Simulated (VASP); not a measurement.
The system is Sr2C.

```
CELL_PARAMETERS angstrom
0.00000 3.36014 3.36014
3.36014 0.00000 3.36014
3.36014 3.36014 0.00000
ATOMIC_POSITIONS crystal
C 0.00000 0.00000 0.00000
Sr 0.25000 0.25000 0.25000
Sr 0.75000 0.75000 0.75000
```

Program: VASP 6.6.1. Alike in all runs: task single point; potentials or basis VASP PAW PBE potentials, release 64 (C, Sr_sv); no spin polarisation; cell as given; k mesh 4 × 4 × 4; cutoff (eV) 520; smearing fermi-dirac 0.02 eV.

Problem. Order these runs on this cell by their band gap on the k mesh, lowest first.
A. level PBE-based screened hybrid with 15 % exact exchange; share of exact exchange 0.15; screening parameter 0.3 1/Å
B. level PBE0; share of exact exchange 0.25
C. level PBE-based screened hybrid with 50 % exact exchange; share of exact exchange 0.5; screening parameter 0.3 1/Å

Solution. A (0.08 eV), C (0.68 eV), B (1.01 eV).

A k mesh can miss the band edges.
